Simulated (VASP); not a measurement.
# Mg3ZnS4 (I4/mmm) in VASP: relaxation of cell and atoms with PBE

Aim: the relaxation of cell and atoms of Mg3ZnS4 with PBE.

Program: VASP 6.6.1. These are calculated values, not measurements. Logs are shortened: lines on timing, memory, paths and dates and some standing lists are left out, and cuts for length are marked.

### Step 1. The cell of the first run

Symmetry: I4/mmm, No. 139, tetragonal system. The conventional cell has a = 5.203 Å, b = 5.203 Å, c = 10.397 Å, α = 90.00°, β = 90.00°, γ = 90.00°. Mg (site symmetry -4m2) has 6 S at 2.60 Å within 3.4 Å. Mg (site symmetry 4/mmm) has 6 S at 2.60 to 2.64 Å within 3.4 Å. Within 3.4 Å of Zn (site symmetry 4/mmm) lie 6 S at 2.56 to 2.60 Å. S (site symmetry mmm) has 4 Mg at 2.60 Å and 2 Zn at 2.60 Å within 3.4 Å. S (site symmetry 4mm) has 1 Zn at 2.56 Å and 5 Mg at 2.60 to 2.64 Å within 3.4 Å.

### Step 2. Relaxation of cell and atoms, PBE

Contents of INCAR:

```
PREC = Accurate
ENCUT = 600
EDIFF = 1E-6
ISMEAR = 0
SIGMA = 0.02
LREAL = F
LASPH = T
NELM = 60
ALGO = Normal
ISIF = 3
LWAVE = F
LCHARG = F
GGA = PE
IBRION = 2
NSW = 100
EDIFFG = -0.01
```

Contents of KPOINTS:

```
Automatic mesh
0
Gamma
  8 8 8
```

Contents of POSCAR:

```
Mg3ZnS4
1.0
   -2.6015733901      2.6015733901      5.1982985855
    2.6015733901     -2.6015733901      5.1982985855
    2.6015733901      2.6015733901     -5.1982985855
Mg Zn S
3 1 4
Direct
    0.7500000000      0.2500000000      0.5000000000
    0.2500000000      0.7500000000      0.5000000000
    0.5000000000      0.5000000000      0.0000000000
    0.0000000000      0.0000000000      0.0000000000
    0.5000000000      0.0000000000      0.5000000000
    0.0000000000      0.5000000000      0.5000000000
    0.2458154878      0.2458154878      0.0000000000
    0.7541845122      0.7541845122      0.0000000000
```

Potentials or basis: VASP PAW PBE potentials, release 64 (Mg, Zn, S).

Started as:

```
> cat potpaw_PBE.64/Mg/POTCAR potpaw_PBE.64/Zn/POTCAR potpaw_PBE.64/S/POTCAR > POTCAR
> mpirun -np 1 vasp_std > vasp.out
```

OUTCAR:

```text
PREC = Accurate
   ENCUT = 600
   EDIFF = 1E-6
   ISMEAR = 0
   LREAL = F
   LASPH = T
   NELM = 60
   ISIF = 3
   GGA = PE
   IBRION = 2
   NSW = 100
   EDIFFG = -0.01

 ion  position               nearest neighbor table
   1  0.750  0.250  0.500-   5 2.60   6 2.60   8 2.60   7 2.60   8 2.60   7 2.60
   2  0.250  0.750  0.500-   5 2.60   6 2.60   8 2.60   7 2.60   8 2.60   7 2.60
   3  0.500  0.500  0.000-   5 2.60   6 2.60   5 2.60   6 2.60   7 2.64   8 2.64
   4  0.000  0.000  0.000-   7 2.56   8 2.56   5 2.60   6 2.60   6 2.60   5 2.60
   5  0.500  0.000  0.500-   1 2.60   2 2.60   3 2.60   4 2.60   3 2.60   4 2.60
   6  0.000  0.500  0.500-   1 2.60   2 2.60   3 2.60   4 2.60   4 2.60   3 2.60
   7  0.246  0.246  0.000-   4 2.56   2 2.60   1 2.60   1 2.60   2 2.60   3 2.64
   8  0.754  0.754  0.000-   4 2.56   2 2.60   1 2.60   1 2.60   2 2.60   3 2.64

  LATTYP: Found a body centered tetragonal cell.
 ALAT       =     5.2031467802
 C/A-ratio  =     1.9981364375

  Lattice vectors:

 A1 = (  -2.6015733901,   2.6015733901,   5.1982985855)
 A2 = (   2.6015733901,  -2.6015733901,   5.1982985855)
 A3 = (   2.6015733901,   2.6015733901,  -5.1982985855)

Analysis of symmetry for initial positions (statically):
=====================================================================
 Subroutine PRICEL returns:
 Original cell was already a primitive cell.

 Routine SETGRP: Setting up the symmetry group for a
 body centered tetragonal supercell.

 Subroutine GETGRP returns: Found 16 space group operations
 (whereof 16 operations were pure point group operations)
 out of a pool of 16 trial point group operations.

The static configuration has the point symmetry D_4h.

Analysis of symmetry for dynamics (positions and initial velocities):
=====================================================================
 Subroutine PRICEL returns:
 Original cell was already a primitive cell.

 Routine SETGRP: Setting up the symmetry group for a
 body centered tetragonal supercell.

 Subroutine GETGRP returns: Found 16 space group operations
 (whereof 16 operations were pure point group operations)
 out of a pool of 16 trial point group operations.

The dynamic configuration has the point symmetry D_4h.

 Subroutine INISYM returns: Found 16 space group operations
 (whereof 16 operations are pure point group operations),
 and found     1 'primitive' translations

----------------------------------------------------------------------------------------

                                     Primitive cell

  volume of cell :     140.7322

  direct lattice vectors                    reciprocal lattice vectors
    -2.601573390  2.601573390  5.198298585     0.000000000  0.192191388  0.096185318
     2.601573390 -2.601573390  5.198298585     0.192191388  0.000000000  0.096185318
     2.601573390  2.601573390 -5.198298585     0.192191388  0.192191388  0.000000000

  length of vectors
     6.368569415  6.368569415  6.368569415     0.214916600  0.214916600  0.271799667

  position of ions in fractional coordinates (direct lattice)
     0.750000000  0.250000000  0.500000000
     0.250000000  0.750000000  0.500000000
     0.500000000  0.500000000  0.000000000
     0.000000000  0.000000000  0.000000000
     0.500000000  0.000000000  0.500000000
     0.000000000  0.500000000  0.500000000
     0.245815488  0.245815488  0.000000000
     0.754184512  0.754184512  0.000000000

  ion indices of the primitive-cell ions
   primitive index   ion index
                 1           1
                 2           2
                 3           3
[... 92 lines left out ...]
   ISMEAR =     0;   SIGMA  =   0.02  broadening in eV -4-tet -1-fermi 0-gaus
   EFERMI_NEDOS =   21; number of points for ismear=-14 and -15
   IALGO  =     38    algorithm
   IMIX   =      4    mixing-type and parameters
     AMIX     =   0.40;   BMIX     =  1.00
     AMIX_MAG =   1.60;   BMIX_MAG =  1.00
  volume/ion in A,a.u.               =      17.59       118.71
  Fermi-wavevector in a.u.,A,eV,Ry     =   1.094024  2.067405 16.284653  1.196888
  Thomas-Fermi vector in A             =   2.230321
   LORBIT       =      0    0 simple, 1 ext, 2 COOP (PROOUT), +10 PAW based schemes
   GGA     = PE    functional components
   LHFCALC =     F    Hartree Fock is set to
   AEXX    =    0.0000 exact exchange contribution
   IVDW    =     0    specifies the selected vdW correction
   LEPSILON=     F    determine dielectric tensor
   LRPA    =     F    only Hartree local field effects (RPA)
 conjugate gradient relaxation of ions
 non-spin polarized calculation
 Gauss-broadening in eV      SIGMA  =   0.02
  energy-cutoff  :      600.00
  volume of cell :      140.73
 maximum number of plane-waves:      4725
 NGX is ok and might be reduce to    54
   NGX = 25   NGY = 25   NGZ = 25

--------------------------------------- Ionic step        1  -------------------------------------------

 number of electron      42.0000001 magnetization

 Free energy of the ion-electron system (eV)
  ---------------------------------------------------
  ext. energy  EPLUGINS =         0.00000000
  ---------------------------------------------------
  free energy    TOTEN  =       -31.67684849 eV

  energy without entropy =      -31.67684849  energy(sigma->0) =      -31.67684849

------------------------ aborting loop because EDIFF is reached ----------------------------------------

  FORCE on cell =-STRESS in cart. coord.  units (eV):
  Direction    XX          YY          ZZ          XY          YZ          ZX
  --------------------------------------------------------------------------------------
  -------------------------------------------------------------------------------------
  Total       -0.1411865     -0.1411865     -0.2414916      0.0000000      0.0000000      0.0000000
  in kB       -1.6073496     -1.6073496     -2.7492819      0.0000000      0.0000000      0.0000000
  external PRESSURE =      -1.9879937 kB  Pullay stress =       0.0000000 kB

 VOLUME and BASIS-vectors are now :
 -----------------------------------------------------------------------------
  energy-cutoff  :      600.00
  volume of cell :      140.73
      direct lattice vectors                 reciprocal lattice vectors
    -2.601573390  2.601573390  5.198298585     0.000000000  0.192191388  0.096185318
     2.601573390 -2.601573390  5.198298585     0.192191388  0.000000000  0.096185318
     2.601573390  2.601573390 -5.198298585     0.192191388  0.192191388  0.000000000

 POSITION                                       TOTAL-FORCE (eV/Angst)
 -----------------------------------------------------------------------------------
      0.00000      2.60157      2.59915        -0.000000     -0.000000      0.000000
      2.60157      0.00000      2.59915        -0.000000     -0.000000      0.000000
      0.00000      0.00000      5.19830        -0.000000     -0.000000      0.000000
      0.00000      0.00000      0.00000        -0.000000     -0.000000      0.000000
      0.00000      2.60157      0.00000        -0.000000     -0.000000      0.000000
      2.60157      0.00000      0.00000        -0.000000     -0.000000      0.000000
      0.00000      0.00000      2.55564        -0.000000     -0.000000      0.007160
      0.00000      0.00000      7.84095         0.000000      0.000000     -0.007160
 -----------------------------------------------------------------------------------
    total drift:                                0.000000      0.000000      0.000000

  FREE ENERGIE OF THE ION-ELECTRON SYSTEM (eV)
  ---------------------------------------------------
  free  energy   TOTEN  =       -31.6768484928 eV

  energy  without entropy=      -31.6768484928  energy(sigma->0) =      -31.67684849

--------------------------------------- Ionic step        2  -------------------------------------------

 number of electron      42.0000001 magnetization

 Free energy of the ion-electron system (eV)
  ---------------------------------------------------
  ext. energy  EPLUGINS =         0.00000000
  ---------------------------------------------------
  free energy    TOTEN  =       -31.67709819 eV

  energy without entropy =      -31.67709819  energy(sigma->0) =      -31.67709819

 E-fermi :   3.8569     XC(G=0):  -9.9081

 val. band max:        3.7620514963   @ k =   0.5000   0.5000   0.0000
 cond. band min:       4.6941094921   @ k =   0.5000   0.5000   0.5000
 fundamental gap:      0.9320579958
 Fermi energy:         3.8569038469

 k-point     1 :       0.0000    0.0000    0.0000
  band No.  band energies     occupation
      1      -9.2206      2.00000
      2      -7.5336      2.00000
      3      -7.5025      2.00000
      4      -7.4451      2.00000
      5      -2.2068      2.00000
      6      -2.2068      2.00000
[... 685 lines left out ...]
     25       9.1678      0.00000
     26       9.2509      0.00000

 [... further k-points ...]

------------------------ aborting loop because EDIFF is reached ----------------------------------------

  FORCE on cell =-STRESS in cart. coord.  units (eV):
  Direction    XX          YY          ZZ          XY          YZ          ZX
  --------------------------------------------------------------------------------------
  -------------------------------------------------------------------------------------
  Total        0.0535814      0.0535814      0.0062783      0.0000000      0.0000000      0.0000000
  in kB        0.6119331      0.6119331      0.0717017      0.0000000      0.0000000      0.0000000
  external PRESSURE =       0.4318560 kB  Pullay stress =       0.0000000 kB

 VOLUME and BASIS-vectors are now :
 -----------------------------------------------------------------------------
  energy-cutoff  :      600.00
  volume of cell :      140.29
      direct lattice vectors                 reciprocal lattice vectors
    -2.599358407  2.599358407  5.190728435     0.000000000  0.192355159  0.096325594
     2.599358407 -2.599358407  5.190728435     0.192355159  0.000000000  0.096325594
     2.599358407  2.599358407 -5.190728435     0.192355159  0.192355159  0.000000000

 POSITION                                       TOTAL-FORCE (eV/Angst)
 -----------------------------------------------------------------------------------
      0.00000      2.59936      2.59536        -0.000000     -0.000000     -0.000000
      2.59936      0.00000      2.59536        -0.000000     -0.000000     -0.000000
      2.59936      2.59936      0.00000        -0.000000     -0.000000     -0.000000
      2.59936      2.59936     -5.19073        -0.000000     -0.000000     -0.000000
      0.00000      2.59936      0.00000        -0.000000     -0.000000     -0.000000
      2.59936      0.00000      0.00000        -0.000000     -0.000000     -0.000000
      2.59936      2.59936     -2.63846         0.000000      0.000000      0.006044
      0.00000      0.00000      7.82919         0.000000      0.000000     -0.006044
 -----------------------------------------------------------------------------------
    total drift:                                0.000000     -0.000000     -0.000000

  FREE ENERGIE OF THE ION-ELECTRON SYSTEM (eV)
  ---------------------------------------------------
  free  energy   TOTEN  =       -31.6770981876 eV

  energy  without entropy=      -31.6770981876  energy(sigma->0) =      -31.67709819

 reached required accuracy - stopping structural energy minimisation
```

It took 5.3 min on 1 thread of Intel Xeon 6975P-C (Granite Rapids), shared host; peak memory 0.57 GiB.

Results:

| Property | Result |
| --- | --- |
| Free energy | -31.6771 eV |
| Relaxed volume | 17.54 Å³/atom |
| Relaxed cell | a = 6.361 Å, b = 6.361 Å, c = 6.361 Å, α = 131.76°, β = 131.76°, γ = 70.61° |
| Space group after relaxing (to 0.1 Å) | I4/mmm (No. 139) |
| Energy gained by relaxing | 0.0 meV/atom |
| Ionic steps | 2 |
| Pressure after relaxing | 0.0 GPa |
| Largest force after relaxing | 0.006 eV/Å |
| Band gap on the k mesh | 0.93 eV (least direct gap 1.71 eV) |

Forces in eV/Å, atoms in the order of the input:
```
Mg   0.000  0.000  0.000
Mg   0.000  0.000  0.000
Mg   0.000  0.000  0.000
Zn   0.000  0.000  0.000
S    0.000  0.000  0.000
S    0.000  0.000  0.000
S    0.000  0.000  0.006
S    0.000  0.000 -0.006
```

The path:
| step | energy change (eV) | largest force (eV/Å) | pressure (GPa) | volume (Å³) |
| --- | --- | --- | --- | --- |
| 1 | 0.0000 | 0.0072 | -0.20 | 140.73 |
| 2 | -0.0002 | 0.0060 | 0.04 | 140.29 |

Final structure:
```yaml
crystal:
  lattice:
    - [-2.59936, 2.59936, 5.19073]
    - [2.59936, -2.59936, 5.19073]
    - [2.59936, 2.59936, -5.19073]
  atoms:
    - { symbol: Mg, position: [0.75000, 0.25000, 0.50000] }
    - { symbol: Mg, position: [0.25000, 0.75000, 0.50000] }
    - { symbol: Mg, position: [0.50000, 0.50000, 0.00000] }
    - { symbol: Zn, position: [0.00000, 0.00000, 0.00000] }
    - { symbol: S, position: [0.50000, 0.00000, 0.50000] }
    - { symbol: S, position: [0.00000, 0.50000, 0.50000] }
    - { symbol: S, position: [0.24585, 0.24585, 0.00000] }
    - { symbol: S, position: [0.75415, 0.75415, 0.00000] }
```

Levels at points of the mesh, in eV from the valence-band top:
```tsv
k point	band 17	band 18	band 19	band 20	band 21	band 22	band 23	band 24	band 25	band 26
(0.00, 0.00, 0.00)	-1.95	-1.95	-0.26	-0.24	-0.24	1.47	3.26	4.52	4.54	5.07
(0.50, 0.00, 0.00)	-1.70	-1.60	-1.52	-0.94	-0.50	3.76	4.94	5.39	5.44	6.24
(0.50, 0.50, 0.00)	-0.84	-0.79	-0.77	-0.32	0.00	4.19	4.29	4.91	5.05	6.37
(0.50, 0.50, 0.50)	-1.89	-1.26	-1.26	-1.14	-1.14	0.93	2.60	4.33	4.53	4.53
```
